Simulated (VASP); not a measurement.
# Ga2Te4Pb (I-4) in VASP: single point with r2SCAN

Aim: the single point of Ga2Te4Pb with r2SCAN.

All numbers are computed with VASP 6.6.1; they aren't measurements. Logs are shortened: lines on timing, memory, paths and dates and some standing lists are left out, and cuts for length are marked.

### Step 1. The cell of the first run

It takes space group I-4 (No. 82, tetragonal). The conventional cell has a = 6.200 Å, b = 6.200 Å, c = 12.018 Å, α = 90.00°, β = 90.00°, γ = 90.00°. Within 4.0 Å of Pb (site symmetry -4) lie 4 Te at 3.05 Å. Within 3.5 Å of Ga (site symmetry -4) lie 4 Te at 2.63 Å. Ga (site symmetry -4) has 4 Te at 2.61 Å within 3.4 Å. Te (site symmetry 1) has 2 Ga at 2.61 to 2.63 Å and 1 Pb at 3.05 Å within 3.4 Å.

### Step 2. Single point, r2SCAN

File POSCAR:

```
Ga2Te4Pb
1.0
    0.0000000000      6.2001990000     -0.0000002580
    6.2001990000      0.0000000000     -0.0000002580
    3.1000992500      3.1000992500     -6.0088912580
Pb Ga Te
1 2 4
Direct
    0.0000000000      0.0000000000      0.0000000000
    0.7500000000      0.2500000000      0.5000000000
    0.5000000000      0.5000000000      0.0000000000
    0.4165783790      0.4441207828      0.7040336086
    0.5558792172      0.1206119875      0.2959663914
    0.8793880125      0.8518456087      0.7040336086
    0.1481543913      0.5834216210      0.2959663914
```

File INCAR.step1:

```
SYSTEM = Ga2Te4Pb
PREC = Accurate
ENCUT = 520
ISMEAR = -1
SIGMA = 0.1
LREAL = .False.
LASPH = .True.
NELM = 60
NBANDS = 41
GGA = PE
ALGO = Normal
EDIFF = 1E-4
LWAVE = .True.
LCHARG = .False.
```

File INCAR.step2:

```
SYSTEM = Ga2Te4Pb
PREC = Accurate
ENCUT = 520
EDIFF = 1E-7
ISMEAR = -1
SIGMA = 0.1
LREAL = .False.
LASPH = .True.
NELM = 60
ALGO = Normal
ISIF = 2
LWAVE = .False.
LCHARG = .False.
METAGGA = R2SCAN
LMIXTAU = .True.
NBANDS = 41
ISTART = 1
```

File KPOINTS:

```
Automatic mesh
0
Gamma
  5 5 5
  0 0 0
```

Potentials or basis: VASP PAW PBE potentials, release 64 (Pb_d, Ga_d, Te).

Launch:

```console
$ cat potpaw_PBE.64/Pb_d/POTCAR potpaw_PBE.64/Ga_d/POTCAR potpaw_PBE.64/Te/POTCAR > POTCAR
$ cp INCAR.step1 INCAR
$ mpirun -np 1 vasp_std > vasp.out
$ cp INCAR.step2 INCAR
$ mpirun -np 1 vasp_std > vasp.out
```

OUTCAR:

```text
SYSTEM = Ga2Te4Pb
   PREC = Accurate
   ENCUT = 520
   EDIFF = 1E-7
   ISMEAR = -1
   LREAL = .False.
   LASPH = .True.
   NELM = 60
   ISIF = 2
   METAGGA = R2SCAN
   ISTART = 1

 ion  position               nearest neighbor table
   1  0.000  0.000  0.000-   6 3.05   7 3.05   5 3.05   4 3.05
   2  0.750  0.250  0.500-   7 2.63   6 2.63   4 2.63   5 2.63
   3  0.500  0.500  0.000-   4 2.61   7 2.61   5 2.61   6 2.61
   4  0.417  0.444  0.704-   3 2.61   2 2.63   1 3.05
   5  0.556  0.121  0.296-   3 2.61   2 2.63   1 3.05
   6  0.879  0.852  0.704-   3 2.61   2 2.63   1 3.05
   7  0.148  0.583  0.296-   3 2.61   2 2.63   1 3.05

  LATTYP: Found a body centered tetragonal cell.
 ALAT       =     6.2001990000
 C/A-ratio  =     1.9382897226

  Lattice vectors:

 A1 = (  -3.1000992500,   3.1000997500,   6.0088910000)
 A2 = (   3.1000997500,  -3.1000992500,   6.0088910000)
 A3 = (   3.1000992500,   3.1000992500,  -6.0088912580)

Analysis of symmetry for initial positions (statically):
=====================================================================
 Subroutine PRICEL returns:
 Original cell was already a primitive cell.

 Routine SETGRP: Setting up the symmetry group for a
 body centered tetragonal supercell.

 Subroutine GETGRP returns: Found  4 space group operations
 (whereof  4 operations were pure point group operations)
 out of a pool of 16 trial point group operations.

The static configuration has the point symmetry S_4 .

Analysis of symmetry for dynamics (positions and initial velocities):
=====================================================================
 Subroutine PRICEL returns:
 Original cell was already a primitive cell.

 Routine SETGRP: Setting up the symmetry group for a
 body centered tetragonal supercell.

 Subroutine GETGRP returns: Found  4 space group operations
 (whereof  4 operations were pure point group operations)
 out of a pool of 16 trial point group operations.

The dynamic configuration has the point symmetry S_4 .

 Subroutine INISYM returns: Found  4 space group operations
 (whereof  4 operations are pure point group operations),
 and found     1 'primitive' translations

----------------------------------------------------------------------------------------

                                     Primitive cell

  volume of cell :     230.9966

  direct lattice vectors                    reciprocal lattice vectors
[... 95 lines left out ...]
   EDIFFG = 0.1E-05   stopping-criterion for IOM
   NSW    =      0    number of steps for IOM
   IBRION =     -1    ionic relax: 0-MD 1-quasi-New 2-CG
   NFREE  =      0    steps in history (QN), initial steepest desc. (CG)
   ISIF   =      2    stress and relaxation
   ISYM   =      2    0-nonsym 1-usesym 2-fastsym
   POTIM  = 0.5000    time-step for ionic-motion
   TEBEG  =    0.0;   TEEND  =   0.0 temperature during run
   PSTRESS=    0.0 pullay stress
   NELECT =      64.0000    total number of electrons
   NUPDOWN=      -1.0000    fix difference up-down
   EMIN   =  10.00;   EMAX   =-10.00  energy-range for DOS
   EFERMI =   0.00;   METHOD = LEGACY
   ISMEAR =    -1;   SIGMA  =   0.10  broadening in eV -4-tet -1-fermi 0-gaus
   EFERMI_NEDOS =   21; number of points for ismear=-14 and -15
   IALGO  =     38    algorithm
   IMIX   =      4    mixing-type and parameters
     AMIX     =   0.40;   BMIX     =  1.00
     AMIX_MAG =   1.60;   BMIX_MAG =  1.00
  volume/ion in A,a.u.               =      33.00       222.69
  Fermi-wavevector in a.u.,A,eV,Ry     =   1.067250  2.016811 15.497352  1.139023
  Thomas-Fermi vector in A             =   2.202861
   LORBIT       =      0    0 simple, 1 ext, 2 COOP (PROOUT), +10 PAW based schemes
   METAGGA = R2SCAN    functional components
   LHFCALC =     F    Hartree Fock is set to
   AEXX    =    0.0000 exact exchange contribution
   IVDW    =     0    specifies the selected vdW correction
   LEPSILON=     F    determine dielectric tensor
   LRPA    =     F    only Hartree local field effects (RPA)
 non-spin polarized calculation
  energy-cutoff  :      520.00
  volume of cell :      231.00
 maximum number of plane-waves:      6262
 NGX is ok and might be reduce to    48
   NGX = 23   NGY = 23   NGZ = 27

 number of electron      64.0000006 magnetization

 Free energy of the ion-electron system (eV)
  ---------------------------------------------------
  ext. energy  EPLUGINS =         0.00000000
  ---------------------------------------------------
  free energy    TOTEN  =      -182.99391215 eV

  energy without entropy =     -182.98732200  energy(sigma->0) =     -182.99061707

 E-fermi :   5.2627     XC(G=0):  -9.3371

 val. band max:        4.9443058325   @ k =   0.4000  -0.0000   0.2000
 cond. band min:       5.6475292000   @ k =   0.0000   0.0000   0.4000
 fundamental gap:      0.7032233675
 Fermi energy:         5.2627405544

 k-point     1 :       0.0000    0.0000    0.0000
  band No.  band energies     occupation
      1     -12.8378      2.00000
      2     -12.8346      2.00000
      3     -12.8346      2.00000
      4     -12.7924      2.00000
      5     -12.7905      2.00000
      6     -11.3528      2.00000
[... 913 lines left out ...]
     40       9.2060      0.00000
     41       9.3835      0.00000

------------------------ aborting loop because EDIFF is reached ----------------------------------------

  FORCE on cell =-STRESS in cart. coord.  units (eV):
  Direction    XX          YY          ZZ          XY          YZ          ZX
  --------------------------------------------------------------------------------------
  -------------------------------------------------------------------------------------
  Total        5.0535149      5.0535149      2.9339220     -0.0000013     -0.0000001     -0.0000001
  in kB       35.0508498     35.0508498     20.3494913     -0.0000087     -0.0000006     -0.0000006
  external PRESSURE =      30.1503969 kB  Pullay stress =       0.0000000 kB

 VOLUME and BASIS-vectors are now :
 -----------------------------------------------------------------------------
  energy-cutoff  :      520.00
  volume of cell :      231.00
      direct lattice vectors                 reciprocal lattice vectors
     0.000000000  6.200199000 -0.000000258     0.000000003  0.161285149  0.083210023
     6.200199000  0.000000000 -0.000000258     0.161285149  0.000000003  0.083210023
     3.100099250  3.100099250 -6.008891258    -0.000000007 -0.000000007 -0.166420060

 POSITION                                       TOTAL-FORCE (eV/Angst)
 -----------------------------------------------------------------------------------
      0.00000      0.00000      0.00000        -0.000000      0.000000     -0.000000
      3.10010      6.20020     -3.00445        -0.000000      0.000000      0.000000
      3.10010      3.10010     -0.00000        -0.000000      0.000000      0.000000
      4.93621      4.76544     -4.23046         0.006172     -0.007451      0.006325
      1.66534      4.36409     -1.77843        -0.007451     -0.006172     -0.006325
      7.46419      7.63495     -4.23046        -0.006172      0.007451      0.006325
      4.53486      1.83611     -1.77843         0.007451      0.006172     -0.006325
 -----------------------------------------------------------------------------------
    total drift:                               -0.000019     -0.000566      0.000427

  FREE ENERGIE OF THE ION-ELECTRON SYSTEM (eV)
  ---------------------------------------------------
  free  energy   TOTEN  =      -182.9939121457 eV

  energy  without entropy=     -182.9873219970  energy(sigma->0) =     -182.99061707
```

OUTCAR.step1:

```text
SYSTEM = Ga2Te4Pb
   PREC = Accurate
   ENCUT = 520
   ISMEAR = -1
   LREAL = .False.
   LASPH = .True.
[... 1159 lines left out ...]
      1.66534      4.36409     -1.77843        -0.188181     -0.096821     -0.125530
      7.46419      7.63495     -4.23046        -0.096821      0.188181      0.125530
      4.53486      1.83611     -1.77843         0.188181      0.096821     -0.125530
 -----------------------------------------------------------------------------------
    total drift:                                0.000002      0.000003      0.000001

  FREE ENERGIE OF THE ION-ELECTRON SYSTEM (eV)
  ---------------------------------------------------
  free  energy   TOTEN  =       -23.5436821527 eV

  energy  without entropy=      -23.5299454452  energy(sigma->0) =      -23.53681380
```

OSZICAR.step1:

```text
N       E                     dE             d eps       ncg     rms          rms(c)
DAV:   1     0.570502608772E+03    0.57050E+03   -0.27187E+04  1811   0.174E+03
DAV:   2     0.612458449735E+02   -0.50926E+03   -0.48818E+03  1866   0.475E+02
DAV:   3    -0.186303930002E+02   -0.79876E+02   -0.76242E+02  2140   0.167E+02
DAV:   4    -0.235972362175E+02   -0.49668E+01   -0.48982E+01  2144   0.422E+01
DAV:   5    -0.238248686575E+02   -0.22763E+00   -0.22743E+00  2636   0.922E+00    0.108E+01
DAV:   6    -0.235661743613E+02    0.25869E+00   -0.42050E-01  2441   0.694E+00    0.740E+00
DAV:   7    -0.235462940227E+02    0.19880E-01   -0.34700E-01  1964   0.283E+00    0.693E-01
DAV:   8    -0.235410505982E+02    0.52434E-02   -0.54338E-02  2024   0.219E+00    0.690E-01
DAV:   9    -0.235433019059E+02   -0.22513E-02   -0.86964E-03  2203   0.608E-01    0.225E-01
DAV:  10    -0.235434657888E+02   -0.16388E-03   -0.69317E-04  2159   0.203E-01    0.627E-02
DAV:  11    -0.235436496101E+02   -0.18382E-03   -0.20213E-04  1522   0.815E-02    0.231E-02
DAV:  12    -0.235436821527E+02   -0.32543E-04   -0.45086E-05  1237   0.533E-02
   1 F= -.23543682E+02 E0= -.23536814E+02  d E =-.137367E-01
```

It took 14 min on 1 thread of AMD EPYC 7R43 (Zen 3), shared host; peak memory 0.43 GiB.

Results:

| Property | Result |
| --- | --- |
| Free energy | -182.9939 eV |
| Pressure | 3.0 GPa |
| Largest force | 0.012 eV/Å |
| Band gap on the k mesh | 0.70 eV (least direct gap 1.15 eV) |

Forces in eV/Å, atoms in the order of the input:
```
Pb   0.000  0.000  0.000
Ga   0.000  0.000  0.000
Ga   0.000  0.000  0.000
Te   0.006 -0.007  0.006
Te  -0.007 -0.006 -0.006
Te  -0.006  0.007  0.006
Te   0.007  0.006 -0.006
```

Caveat: the cell stands under pressure; the PAW data sets were made with another functional, which shifts forces and pressure a little; spin-orbit coupling is left out, which moves the levels of the heavy elements; an odd mesh through Γ misses points on the zone boundary, where band edges can lie.
